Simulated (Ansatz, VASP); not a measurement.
One calculation of GeW, two programs

```xyz
2
Lattice="1.9745 -2.1602 0.0000 1.9745 2.1602 0.0000 0.0000 0.0000 4.1445" Properties=species:S:1:pos:R:3 pbc="T T T"
Ge    0.0000    0.0000    0.0000
W     1.9745    0.0000    0.0000
```

Alike in both runs: task relaxation of cell and atoms; functional PBE; k mesh 7 × 7 × 5; occupations gaussian, width 0.2 eV; no spin polarisation.

```csv
,VASP,Ansatz
version,VASP 6.6.1,Ansatz 0.2.0
potentials or method,"VASP PAW PBE potentials, release 64 (Ge_d, W_sv), cutoff 500 eV","scalar-relativistic, plane waves, PAW"
valence electrons in the cell,28,28
```

|  | VASP | Ansatz | Ansatz less VASP |
| --- | --- | --- | --- |
| gap on the k mesh at the Fermi level, each at its own relaxed structure (eV) | none | none | - |
| relaxed volume (Å³/atom) | 18.07 | 18.08 | +0.007 |
| relaxed cell length with the largest relative difference (Å) | 2.780 | 2.777 | -0.0030 |

A gap of «none» marks a metal or a gap that the smearing closes.

Neither program's run includes spin-orbit coupling.
